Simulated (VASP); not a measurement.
# Ca in VASP: relaxation of the atoms with PBE

Aim: the relaxation of the atoms of Ca with PBE.

All numbers are computed with VASP 6.6.1; they aren't measurements. Logs are shortened: lines on timing, memory, paths and dates and some standing lists are left out, and cuts for length are marked.

### Step 1. The cell of the first run

The cell holds a slab with vacuum, 2 atoms: a = 3.907 Å, b = 3.907 Å, c = 17.762 Å, α = 90.00°, β = 90.00°, γ = 90.00°.

### Step 2. Relaxation of the atoms, PBE

Input file INCAR:

```
SYSTEM = Ca
  PREC = Accurate
  ENCUT = 520
  EDIFF = 1E-6
  ISMEAR = 0
  SIGMA = 0.1
  LREAL = .False.
  LASPH = .True.
  NELM = 100
  ALGO = Normal
  ISIF = 2
  LWAVE = .False.
  LCHARG = .False.
  LDIPOL = .True.
  IDIPOL = 3
  DIPOL = 0.5 0.5 0.500
  GGA = PE
  IBRION = 2
  NSW = 80
  EDIFFG = -0.02
```

Input file KPOINTS:

```
Automatic mesh
0
Gamma
  9 9 1
  0 0 0
```

Input file POSCAR:

```
Ca
1.0
    3.9066182650      0.0000000000      0.0000000000
    0.0000000000      3.9066182650      0.0000000000
    0.0000000000      0.0000000000     17.7623962667
Ca
2
Direct
    0.5000000000      0.5000000000      0.4222403266
    0.0000000000      0.0000000000      0.5777596734
```

Potentials or basis: VASP PAW PBE potentials, release 64 (Ca_sv).

On the command line:

```bash
$ cat potpaw_PBE.64/Ca_sv/POTCAR > POTCAR
$ mpirun -np 1 vasp_std > vasp.out
```

OUTCAR:

```text
SYSTEM = Ca
   PREC = Accurate
   ENCUT = 520
   EDIFF = 1E-6
   ISMEAR = 0
   LREAL = .False.
   LASPH = .True.
   NELM = 100
   ISIF = 2
   GGA = PE
   IBRION = 2
   NSW = 80
   EDIFFG = -0.02

 ion  position               nearest neighbor table
   1  0.500  0.500  0.422-
   2  0.000  0.000  0.578-

  LATTYP: Found a simple tetragonal cell.
 ALAT       =     3.9066182650
 C/A-ratio  =     4.5467447961

  Lattice vectors:

 A1 = (   3.9066182650,   0.0000000000,   0.0000000000)
 A2 = (   0.0000000000,   3.9066182650,   0.0000000000)
 A3 = (   0.0000000000,   0.0000000000,  17.7623962667)

Analysis of symmetry for initial positions (statically):
=====================================================================
 Subroutine PRICEL returns:
 Original cell was already a primitive cell.

 Routine SETGRP: Setting up the symmetry group for a
 simple tetragonal supercell.

 Subroutine GETGRP returns: Found 16 space group operations
 (whereof  8 operations were pure point group operations)
 out of a pool of 16 trial point group operations.

The static configuration has the point symmetry C_4v.
 The point group associated with its full space group is D_4h.

Analysis of symmetry for dynamics (positions and initial velocities):
=====================================================================
 Subroutine PRICEL returns:
 Original cell was already a primitive cell.

 Routine SETGRP: Setting up the symmetry group for a
 simple tetragonal supercell.

 Subroutine GETGRP returns: Found 16 space group operations
 (whereof  8 operations were pure point group operations)
 out of a pool of 16 trial point group operations.

The dynamic configuration has the point symmetry C_4v.
 The point group associated with its full space group is D_4h.

 Subroutine INISYM returns: Found 16 space group operations
 (whereof  8 operations are pure point group operations),
 and found     1 'primitive' translations

----------------------------------------------------------------------------------------

                                     Primitive cell

  volume of cell :     271.0838

  direct lattice vectors                    reciprocal lattice vectors
     3.906618265  0.000000000  0.000000000     0.255975868  0.000000000  0.000000000
     0.000000000  3.906618265  0.000000000     0.000000000  0.255975868  0.000000000
     0.000000000  0.000000000 17.762396267     0.000000000  0.000000000  0.056298710

  length of vectors
     3.906618265  3.906618265 17.762396267     0.255975868  0.255975868  0.056298710

  position of ions in fractional coordinates (direct lattice)
     0.500000000  0.500000000  0.422240327
     0.000000000  0.000000000  0.577759673

  ion indices of the primitive-cell ions
   primitive index   ion index
                 1           1
                 2           2

----------------------------------------------------------------------------------------

 KPOINTS: Automatic mesh

Automatic generation of k-mesh.
 Grid dimensions read from file:
 generate k-points for:    9    9    1

 Generating k-lattice:

  Cartesian coordinates                     Fractional coordinates (reciprocal lattice)
     0.028441763  0.000000000  0.000000000     0.111111111  0.000000000  0.000000000
     0.000000000  0.028441763  0.000000000     0.000000000  0.111111111  0.000000000
     0.000000000  0.000000000  0.056298710     0.000000000  0.000000000  1.000000000

  Length of vectors
     0.028441763  0.028441763  0.056298710

[... 26 lines left out ...]
   number of dos      NEDOS =    301   number of ions     NIONS =      2
   total plane-waves  NPLWV = 126000
   dimension x,y,z NGX =    30 NGY =   30 NGZ =  140
   dimension x,y,z NGXF=    60 NGYF=   60 NGZF=  280
   ions per type =               2
   NGX,Y,Z   is equivalent  to a cutoff of  12.77, 12.77, 13.10 a.u.
   NGXF,Y,Z  is equivalent  to a cutoff of  25.53, 25.53, 26.21 a.u.
 SYSTEM =  Ca
   PREC   = accura    normal or accurate (medium, high low for compatibility)
   ISTART =      0    job   : 0-new  1-cont  2-samecut
   ICHARG =      2    charge: 1-file 2-atom 10-const
   ISPIN  =      1    spin polarized calculation?
   LNONCOLLINEAR =      F non collinear calculations
   LSORBIT =      F    spin-orbit coupling
   LASPH  =      T    aspherical Exc in radial PAW
   ENCUT  =  520.0 eV  38.22 Ry    6.18 a.u.   7.26  7.26 33.03*2*pi/ulx,y,z
   NELM   =    100;   NELMIN=  2; NELMDL= -5     # of ELM steps
   EDIFF  = 0.1E-05   stopping-criterion for ELM
   LREAL  =      F    real-space projection
   EDIFFG = -.2E-01   stopping-criterion for IOM
   NSW    =     80    number of steps for IOM
   IBRION =      2    ionic relax: 0-MD 1-quasi-New 2-CG
   NFREE  =      1    steps in history (QN), initial steepest desc. (CG)
   ISIF   =      2    stress and relaxation
   ISYM   =      2    0-nonsym 1-usesym 2-fastsym
   POTIM  = 0.5000    time-step for ionic-motion
   TEBEG  =    0.0;   TEEND  =   0.0 temperature during run
   PSTRESS=    0.0 pullay stress
   NELECT =      20.0000    total number of electrons
   NUPDOWN=      -1.0000    fix difference up-down
   EMIN   =  10.00;   EMAX   =-10.00  energy-range for DOS
   EFERMI =   0.00;   METHOD = LEGACY
   ISMEAR =     0;   SIGMA  =   0.10  broadening in eV -4-tet -1-fermi 0-gaus
   EFERMI_NEDOS =   21; number of points for ismear=-14 and -15
   IALGO  =     38    algorithm
   IMIX   =      4    mixing-type and parameters
     AMIX     =   0.40;   BMIX     =  1.00
     AMIX_MAG =   1.60;   BMIX_MAG =  1.00
  volume/ion in A,a.u.               =     135.54       914.68
  Fermi-wavevector in a.u.,A,eV,Ry     =   0.686621  1.297525  6.414442  0.471448
  Thomas-Fermi vector in A             =   1.766902
   LORBIT       =      0    0 simple, 1 ext, 2 COOP (PROOUT), +10 PAW based schemes
   GGA     = PE    functional components
   LHFCALC =     F    Hartree Fock is set to
   AEXX    =    0.0000 exact exchange contribution
   IVDW    =     0    specifies the selected vdW correction
   LEPSILON=     F    determine dielectric tensor
   LRPA    =     F    only Hartree local field effects (RPA)
 conjugate gradient relaxation of ions
 non-spin polarized calculation
 Gauss-broadening in eV      SIGMA  =   0.10
  energy-cutoff  :      520.00
  volume of cell :      271.08
 maximum number of plane-waves:      7314
 NGX is ok and might be reduce to    30
   NGX = 15   NGY = 15   NGZ = 67

--------------------------------------- Ionic step        1  -------------------------------------------

 number of electron      20.0000005 magnetization

 Free energy of the ion-electron system (eV)
  ---------------------------------------------------
  ext. energy  EPLUGINS =         0.00000000
  ---------------------------------------------------
  free energy    TOTEN  =        -2.99126142 eV

  energy without entropy =       -2.97714140  energy(sigma->0) =       -2.98420141

------------------------ aborting loop because EDIFF is reached ----------------------------------------

  FORCE on cell =-STRESS in cart. coord.  units (eV):
  Direction    XX          YY          ZZ          XY          YZ          ZX
  --------------------------------------------------------------------------------------
  -------------------------------------------------------------------------------------
  Total       -0.7417989     -0.7417989     -0.5386655      0.0000000     -0.0000000      0.0000000
  in kB       -4.3842295     -4.3842295     -3.1836568      0.0000000     -0.0000000      0.0000000
  external PRESSURE =      -3.9840386 kB  Pullay stress =       0.0000000 kB
[... 95 lines left out ...]
--------------------------------------- Ionic step        4  -------------------------------------------

 number of electron      20.0000005 magnetization

 dipolmoment           0.000000      0.000000     -0.000000 electrons x Angstroem

------------------------ aborting loop because EDIFF is reached ----------------------------------------

  FORCE on cell =-STRESS in cart. coord.  units (eV):
  Direction    XX          YY          ZZ          XY          YZ          ZX
  --------------------------------------------------------------------------------------
  -------------------------------------------------------------------------------------
  Total       -0.4863647     -0.4863647      0.1048807      0.0000000      0.0000000      0.0000000
  in kB       -2.8745448     -2.8745448      0.6198726      0.0000000      0.0000000      0.0000000
  external PRESSURE =      -1.7097390 kB  Pullay stress =       0.0000000 kB
[... 23 lines left out ...]
--------------------------------------- Ionic step        5  -------------------------------------------

 number of electron      20.0000006 magnetization

 dipolmoment           0.000000      0.000000      0.000000 electrons x Angstroem

 Free energy of the ion-electron system (eV)
  ---------------------------------------------------
  ext. energy  EPLUGINS =         0.00000000
  ---------------------------------------------------
  free energy    TOTEN  =        -3.00609806 eV

  energy without entropy =       -2.99325879  energy(sigma->0) =       -2.99967842

 E-fermi :  -1.0311     XC(G=0):  -3.3411

 val. band max:       -1.1246988612   @ k =   0.4444   0.4444   0.0000
 cond. band min:      -1.0000721172   @ k =   0.3333   0.3333   0.0000
 fundamental gap:      0.1246267440
 Fermi energy:        -1.0311199178

 k-point     1 :       0.0000    0.0000    0.0000
  band No.  band energies     occupation
      1     -43.5198      2.00000
      2     -43.5073      2.00000
      3     -24.5899      2.00000
      4     -24.5132      2.00000
      5     -24.4487      2.00000
      6     -24.4487      2.00000
      7     -24.4141      2.00000
      8     -24.4141      2.00000
      9      -4.5415      2.00000
     10      -2.8016      2.00000
     11      -0.7722      0.00025
     12      -0.4484      0.00000
     13      -0.3819      0.00000
     14       0.5551      0.00000
[... 226 lines left out ...]
      3     -24.5425      2.00000
      4     -24.5380      2.00000
      5     -24.5196      2.00000
      6     -24.5156      2.00000
      7     -24.4670      2.00000
      8     -24.4669      2.00000
      9      -1.3632      2.00000
     10      -1.1247      1.81430
     11      -0.6056      0.00000
     12      -0.5396      0.00000
     13       0.5357      0.00000
     14       0.7666      0.00000

------------------------ aborting loop because EDIFF is reached ----------------------------------------

 vacuum level on the upper side and lower side of the slab       (xc-potential included)        -0.220        -0.220

  FORCE on cell =-STRESS in cart. coord.  units (eV):
  Direction    XX          YY          ZZ          XY          YZ          ZX
  --------------------------------------------------------------------------------------
  -------------------------------------------------------------------------------------
  Total       -0.5430240     -0.5430240     -0.0208353      0.0000000     -0.0000000      0.0000000
  in kB       -3.2094165     -3.2094165     -0.1231419      0.0000000     -0.0000000      0.0000000
  external PRESSURE =      -2.1806583 kB  Pullay stress =       0.0000000 kB
[... 17 lines left out ...]
  FREE ENERGIE OF THE ION-ELECTRON SYSTEM (eV)
  ---------------------------------------------------
  free  energy   TOTEN  =        -3.0060980608 eV

  energy  without entropy=       -2.9932587874  energy(sigma->0) =       -2.99967842

 reached required accuracy - stopping structural energy minimisation

 vacuum level on the upper side and lower side of the slab         1.354         1.354
```

Run time: 4.2 min. Hardware: 1 thread of Intel Xeon Platinum 8375C at 2.90GHz (Ice Lake), shared host; peak memory 0.36 GiB.

Results:

```
Free energy               : -3.0061 eV
Energy gained by relaxing : 7.4 meV/atom
Ionic steps               : 5
```

Step by step:
| step | energy change (eV) | largest force (eV/Å) | pressure (GPa) |
| --- | --- | --- | --- |
| 1 | 0.0000 | 0.1895 | -0.40 |
| 2 | -0.0033 | 0.1687 | -0.38 |
| 3 | -0.0108 | 0.1046 | -0.31 |
| 4 | -0.0141 | 0.0465 | -0.17 |
| 5 | -0.0148 | 0.0012 | -0.22 |

Final structure:
```yaml
crystal:
  lattice:
    - [3.90662, 0.00000, 0.00000]
    - [0.00000, 3.90662, 0.00000]
    - [0.00000, 0.00000, 17.76240]
  atoms:
    - { symbol: Ca, position: [0.50000, 0.50000, 0.42644] }
    - { symbol: Ca, position: [0.00000, 0.00000, 0.57356] }
```
